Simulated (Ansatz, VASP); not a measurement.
**Two plane-wave programs on H4Au2O3**

```
Au O H
1.0
    10.55000    0.00000    0.00000
     0.00000    9.63000    0.00000
     0.00000    0.00000   17.78000
Au O H
2 3 4
Direct
  0.50015 0.49259 0.60752
  0.50015 0.50724 0.39233
  0.50015 0.49992 0.49992
  0.50015 0.48142 0.72814
  0.50015 0.51841 0.27171
  0.57377 0.53254 0.74675
  0.42654 0.53254 0.74675
  0.57377 0.46729 0.25309
  0.42654 0.46729 0.25309
```

Alike in both runs: task single point; functional PBE; k mesh 1 × 1 × 1; occupations gaussian, width 0.01 eV; no spin polarisation.

|  | VASP | Ansatz |
| --- | --- | --- |
| version | VASP 6.6.1 | Ansatz 0.2.0 |
| potentials or method | VASP PAW PBE potentials, release 64 (Au_sv_GW, O, H), cutoff 520 eV | scalar-relativistic, plane waves, PAW |
| valence electrons in the cell | 60 | 60 |

Ansatz gave:

| Property | Result |
| --- | --- |
| gap on the k mesh at the Fermi level (eV) | 1.08 |
| rms of the force components (eV/Å) | 0.101 |

Problem. Which values does VASP return?

Solution. gap on the k mesh at the Fermi level (eV): 1.07; rms of the force components (eV/Å): 0.072.

Ansatz's warnings: structure snapped to symmetry.

Neither program's run includes spin-orbit coupling.
